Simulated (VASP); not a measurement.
# Ba2Ir (I4_1/amd) in VASP: single point with PBE

Aim: the single point of Ba2Ir with PBE.

All numbers are computed with VASP 6.6.1; they aren't measurements. Logs are shortened: lines on timing, memory, paths and dates and some standing lists are left out, and cuts for length are marked.

**1. The cell of the first run**

Symmetry: I4_1/amd, No. 141, tetragonal system. The conventional cell has a = 6.126 Å, b = 6.126 Å, c = 13.805 Å, α = 90.00°, β = 90.00°, γ = 90.00°. Ba (site symmetry 2mm) has 3 Ir at 3.05 to 3.09 Å and 2 Ba at 4.05 Å within 4.1 Å. Within 4.0 Å of Ir (site symmetry -4m2) lie 6 Ba at 3.05 to 3.09 Å.

**2. Single point, PBE**

Contents of INCAR:

```
ALGO     = Fast           # electronic algorithm
EDIFF    = 1E-6           # SCF threshold, eV
ENCUT    = 520            # plane-wave cutoff, eV
GGA      = PE             # functional
ISIF     = 2              # what is computed and relaxed
ISMEAR   = 0              # smearing method
LASPH    = True           # aspherical terms in the spheres
LCHARG   = False          # write CHGCAR
LREAL    = False          # projectors in reciprocal space
LWAVE    = False          # write WAVECAR
NBANDS   = 38             # bands
NELM     = 60             # most SCF steps
PREC     = Accurate       # precision mode
SIGMA    = 0.1            # smearing width, eV
```

Contents of KPOINTS:

```
k-points
0
Gamma
  6 6 6
```

Contents of POSCAR:

```
Ba2Ir
1.0
   -3.0628924839      3.0628924839      6.9027168450
    3.0628924839     -3.0628924839      6.9027168450
    3.0628924839      3.0628924839     -6.9027168450
Ba Ir
4 2
Direct
    0.2208119156      0.2208119156      0.0000000000
    0.9708119156      0.4708119156      0.5000000000
    0.5291880844      0.0291880844      0.5000000000
    0.7791880844      0.7791880844      0.0000000000
    0.0000000000      0.0000000000      0.0000000000
    0.7500000000      0.2500000000      0.5000000000
```

Potentials or basis: VASP PAW PBE potentials, release 64 (Ba_sv, Ir).

On the command line:

```bash
cat potpaw_PBE.64/Ba_sv/POTCAR potpaw_PBE.64/Ir/POTCAR > POTCAR
mpirun -np 1 vasp_std > vasp.out
```

OUTCAR:

```text
EDIFF = 1E-6
   ENCUT = 520
   GGA = PE
   ISIF = 2
   ISMEAR = 0
   LASPH = True
   LREAL = False
   NELM = 60
   PREC = Accurate

 ion  position               nearest neighbor table
   1  0.221  0.221  0.000-   5 3.05   6 3.09   6 3.09   3 4.05   3 4.05   4 4.41   4 4.41   4 4.41
                             4 4.41   2 4.61   2 4.61   2 4.61   2 4.61
   2  0.971  0.471  0.500-   6 3.05   5 3.09   5 3.09   4 4.05   4 4.05   3 4.41   3 4.41   3 4.41
                             3 4.41   1 4.61   1 4.61   1 4.61   1 4.61
   3  0.529  0.029  0.500-   6 3.05   5 3.09   5 3.09   1 4.05   1 4.05   2 4.41   2 4.41   2 4.41
                             2 4.41   4 4.61   4 4.61   4 4.61   4 4.61
   4  0.779  0.779  0.000-   5 3.05   6 3.09   6 3.09   2 4.05   2 4.05   1 4.41   1 4.41   1 4.41
                             1 4.41   3 4.61   3 4.61   3 4.61   3 4.61
   5  0.000  0.000  0.000-   1 3.05   4 3.05   2 3.09   3 3.09   3 3.09   2 3.09
   6  0.750  0.250  0.500-   2 3.05   3 3.05   4 3.09   1 3.09   4 3.09   1 3.09

  LATTYP: Found a body centered tetragonal cell.
 ALAT       =     6.1257849678
 C/A-ratio  =     2.2536595330

  Lattice vectors:

 A1 = (  -3.0628924839,   3.0628924839,   6.9027168450)
 A2 = (   3.0628924839,  -3.0628924839,   6.9027168450)
 A3 = (   3.0628924839,   3.0628924839,  -6.9027168450)

Analysis of symmetry for initial positions (statically):
=====================================================================
 Subroutine PRICEL returns:
 Original cell was already a primitive cell.

 Routine SETGRP: Setting up the symmetry group for a
 body centered tetragonal supercell.

 Subroutine GETGRP returns: Found 16 space group operations
 (whereof  8 operations were pure point group operations)
 out of a pool of 16 trial point group operations.

The static configuration has the point symmetry D_2d.
 The point group associated with its full space group is D_4h.

Analysis of symmetry for dynamics (positions and initial velocities):
=====================================================================
 Subroutine PRICEL returns:
 Original cell was already a primitive cell.

 Routine SETGRP: Setting up the symmetry group for a
 body centered tetragonal supercell.

 Subroutine GETGRP returns: Found 16 space group operations
 (whereof  8 operations were pure point group operations)
 out of a pool of 16 trial point group operations.

The dynamic configuration has the point symmetry D_2d.
 The point group associated with its full space group is D_4h.

 Subroutine INISYM returns: Found 16 space group operations
 (whereof  8 operations are pure point group operations),
 and found     1 'primitive' translations

----------------------------------------------------------------------------------------

                                     Primitive cell

  volume of cell :     259.0261

  direct lattice vectors                    reciprocal lattice vectors
    -3.062892484  3.062892484  6.902716845     0.000000000  0.163244385  0.072435247
     3.062892484 -3.062892484  6.902716845     0.163244385  0.000000000  0.072435247
     3.062892484  3.062892484 -6.902716845     0.163244385  0.163244385  0.000000000

  length of vectors
     8.149240491  8.149240491  8.149240491     0.178593377  0.178593377  0.230862423

  position of ions in fractional coordinates (direct lattice)
     0.220811916  0.220811916  0.000000000
     0.970811916  0.470811916  0.500000000
     0.529188084  0.029188084  0.500000000
     0.779188084  0.779188084  0.000000000
     0.000000000  0.000000000  0.000000000
     0.750000000  0.250000000  0.500000000

  ion indices of the primitive-cell ions
   primitive index   ion index
                 1           1
                 2           2
                 3           3
                 4           4
                 5           5
                 6           6

----------------------------------------------------------------------------------------

 KPOINTS: k-points

Automatic generation of k-mesh.
 Grid dimensions read from file:
 generate k-points for:    6    6    6

 Generating k-lattice:

  Cartesian coordinates                     Fractional coordinates (reciprocal lattice)
     0.000000000  0.027207398  0.012072541     0.166666667 -0.000000000  0.000000000
     0.027207398  0.000000000  0.012072541    -0.000000000  0.166666667  0.000000000
     0.027207398  0.027207398  0.000000000     0.000000000  0.000000000  0.166666667

  Length of vectors
     0.029765563  0.029765563  0.038477071

  Shift w.r.t. Gamma in fractional coordinates (k-lattice)
     0.000000000  0.000000000  0.000000000

 Subroutine IBZKPT returns following result:
 ===========================================

 Found     30 irreducible k-points:

 Following reciprocal coordinates:
            Coordinates               Weight
  0.000000  0.000000  0.000000      1.000000
  0.166667  0.000000  0.000000      8.000000
  0.333333  0.000000 -0.000000      8.000000
  0.500000  0.000000  0.000000      4.000000
  0.166667  0.166667  0.000000      8.000000
  0.333333  0.166667  0.000000     16.000000
[... 16 lines left out ...]
 -0.333333 -0.333333  0.166667      8.000000
 -0.166667 -0.333333  0.166667      8.000000
 [... further k-points ...]
   k-points           NKPTS =     30   k-points in BZ     NKDIM =     30   number of bands    NBANDS=     38
   number of dos      NEDOS =    301   number of ions     NIONS =      6
   total plane-waves  NPLWV = 262144
   dimension x,y,z NGX =    64 NGY =   64 NGZ =   64
   dimension x,y,z NGXF=   128 NGYF=  128 NGZF=  128
   ions per type =               4   2
   NGX,Y,Z   is equivalent  to a cutoff of  13.06, 13.06, 13.06 a.u.
   NGXF,Y,Z  is equivalent  to a cutoff of  26.11, 26.11, 26.11 a.u.
 SYSTEM =  unknown system
   PREC   = accura    normal or accurate (medium, high low for compatibility)
   ISTART =      0    job   : 0-new  1-cont  2-samecut
   ICHARG =      2    charge: 1-file 2-atom 10-const
   ISPIN  =      1    spin polarized calculation?
   LNONCOLLINEAR =      F non collinear calculations
   LSORBIT =      F    spin-orbit coupling
   LASPH  =      T    aspherical Exc in radial PAW
   ENCUT  =  520.0 eV  38.22 Ry    6.18 a.u.  15.15 15.15 15.15*2*pi/ulx,y,z
   NELM   =     60;   NELMIN=  2; NELMDL= -5     # of ELM steps
   EDIFF  = 0.1E-05   stopping-criterion for ELM
   LREAL  =      F    real-space projection
   EDIFFG = 0.1E-04   stopping-criterion for IOM
   NSW    =      0    number of steps for IOM
   IBRION =     -1    ionic relax: 0-MD 1-quasi-New 2-CG
   NFREE  =      0    steps in history (QN), initial steepest desc. (CG)
   ISIF   =      2    stress and relaxation
   ISYM   =      2    0-nonsym 1-usesym 2-fastsym
   POTIM  = 0.5000    time-step for ionic-motion
   TEBEG  =    0.0;   TEEND  =   0.0 temperature during run
   PSTRESS=    0.0 pullay stress
   NELECT =      58.0000    total number of electrons
   NUPDOWN=      -1.0000    fix difference up-down
   EMIN   =  10.00;   EMAX   =-10.00  energy-range for DOS
   EFERMI =   0.00;   METHOD = LEGACY
   ISMEAR =     0;   SIGMA  =   0.10  broadening in eV -4-tet -1-fermi 0-gaus
   EFERMI_NEDOS =   21; number of points for ismear=-14 and -15
   IALGO  =     68    algorithm
   IMIX   =      4    mixing-type and parameters
     AMIX     =   0.40;   BMIX     =  1.00
     AMIX_MAG =   1.60;   BMIX_MAG =  1.00
  volume/ion in A,a.u.               =      43.17       291.33
  Fermi-wavevector in a.u.,A,eV,Ry     =   0.994114  1.878604 13.446137  0.988263
  Thomas-Fermi vector in A             =   2.126043
   LORBIT       =      0    0 simple, 1 ext, 2 COOP (PROOUT), +10 PAW based schemes
   GGA     = PE    functional components
   LHFCALC =     F    Hartree Fock is set to
   AEXX    =    0.0000 exact exchange contribution
   IVDW    =     0    specifies the selected vdW correction
   LEPSILON=     F    determine dielectric tensor
   LRPA    =     F    only Hartree local field effects (RPA)
 non-spin polarized calculation
 RMM-DIIS sequential band-by-band and
 Gauss-broadening in eV      SIGMA  =   0.10
  energy-cutoff  :      520.00
  volume of cell :      259.03
 maximum number of plane-waves:      6997
 NGX is ok and might be reduce to    64
   NGX = 31   NGY = 31   NGZ = 31

 number of electron      57.9999999 magnetization

 Free energy of the ion-electron system (eV)
  ---------------------------------------------------
  ext. energy  EPLUGINS =         0.00000000
  ---------------------------------------------------
  free energy    TOTEN  =       -25.35901047 eV

  energy without entropy =      -25.33694186  energy(sigma->0) =      -25.34797617

 E-fermi :   2.1249     XC(G=0):  -8.1916

 val. band max:        2.1159379260   @ k =  -0.1667   0.1667   0.0000
 cond. band min:       2.1394213755   @ k =  -0.3333   0.3333   0.3333
 fundamental gap:      0.0234834495
 Fermi energy:         2.1248616477

 k-point     1 :       0.0000    0.0000    0.0000
  band No.  band energies     occupation
      1     -25.5866      2.00000
      2     -25.5287      2.00000
      3     -25.5176      2.00000
      4     -25.4999      2.00000
      5     -11.0686      2.00000
      6     -11.0165      2.00000
[... 30 lines left out ...]
     37       4.9294      0.00000
     38       5.0298      0.00000

 k-point     2 :       0.1667    0.0000    0.0000
  band No.  band energies     occupation
      1     -25.5807      2.00000
      2     -25.5311      2.00000
      3     -25.5162      2.00000
      4     -25.5028      2.00000
      5     -11.0834      2.00000
      6     -11.0606      2.00000
[... 30 lines left out ...]
     37       4.8933      0.00000
     38       5.2896      0.00000

 k-point     3 :       0.3333    0.0000   -0.0000
  band No.  band energies     occupation
      1     -25.5670      2.00000
      2     -25.5336      2.00000
      3     -25.5184      2.00000
      4     -25.5080      2.00000
      5     -11.1088      2.00000
      6     -11.0880      2.00000
[... 30 lines left out ...]
     37       4.6070      0.00000
[... 781 lines left out ...]
 k-point    23 :      -0.3333   -0.3333    0.1667
  band No.  band energies     occupation
      1     -25.5661      2.00000
      2     -25.5441      2.00000
      3     -25.5117      2.00000
      4     -25.5071      2.00000
      5     -11.1052      2.00000
      6     -11.0908      2.00000
[... 30 lines left out ...]
     37       4.7330      0.00000
     38       5.0651      0.00000

 k-point    24 :      -0.1667   -0.3333    0.1667
  band No.  band energies     occupation
      1     -25.5749      2.00000
      2     -25.5398      2.00000
      3     -25.5124      2.00000
      4     -25.5037      2.00000
      5     -11.0912      2.00000
      6     -11.0712      2.00000
[... 30 lines left out ...]
     37       4.8679      0.00000
     38       5.6305      0.00000

 [... further k-points ...]
[... 5 lines left out ...]
  --------------------------------------------------------------------------------------
  -------------------------------------------------------------------------------------
  Total        1.8192184      1.8192184      1.7859023      0.0000000     -0.0000000      0.0000000
  in kB       11.2525737     11.2525737     11.0465010      0.0000000     -0.0000000      0.0000000
  external PRESSURE =      11.1838828 kB  Pullay stress =       0.0000000 kB

 VOLUME and BASIS-vectors are now :
 -----------------------------------------------------------------------------
  energy-cutoff  :      520.00
  volume of cell :      259.03
      direct lattice vectors                 reciprocal lattice vectors
    -3.062892484  3.062892484  6.902716845     0.000000000  0.163244385  0.072435247
     3.062892484 -3.062892484  6.902716845     0.163244385  0.000000000  0.072435247
     3.062892484  3.062892484 -6.902716845     0.163244385  0.163244385  0.000000000

 POSITION                                       TOTAL-FORCE (eV/Angst)
 -----------------------------------------------------------------------------------
      0.00000      0.00000      3.04840         0.000000     -0.000000      0.108865
      0.00000      3.06289      6.49976        -0.000000      0.000000      0.108865
      0.00000      3.06289      0.40295        -0.000000      0.000000     -0.108865
      0.00000      0.00000     10.75703         0.000000     -0.000000     -0.108865
      0.00000      0.00000      0.00000        -0.000000     -0.000000     -0.000000
      0.00000      3.06289      3.45136        -0.000000     -0.000000     -0.000000
 -----------------------------------------------------------------------------------
    total drift:                                0.000000      0.000000     -0.000000

  FREE ENERGIE OF THE ION-ELECTRON SYSTEM (eV)
  ---------------------------------------------------
  free  energy   TOTEN  =       -25.3590104742 eV

  energy  without entropy=      -25.3369418646  energy(sigma->0) =      -25.34797617
```

It took 18 min on 1 thread of Oxide Virtual Turin-like, shared host; peak memory 0.68 GiB.

What came out:

```
Free energy            : -25.3590 eV
Pressure               : 1.1 GPa
Largest force          : 0.109 eV/Å
Band gap on the k mesh : zero (bands 29 and 30 overlap by 0.54 eV)
```

Forces on the atoms (eV/Å):
```
Ba   0.000  0.000  0.109
Ba   0.000  0.000  0.109
Ba   0.000  0.000 -0.109
Ba   0.000  0.000 -0.109
Ir   0.000  0.000  0.000
Ir   0.000  0.000  0.000
```

Caveat: spin-orbit coupling is left out, which moves the levels of the heavy elements.

The gap in the log of VASP goes by the Fermi energy; the results here count the filled bands.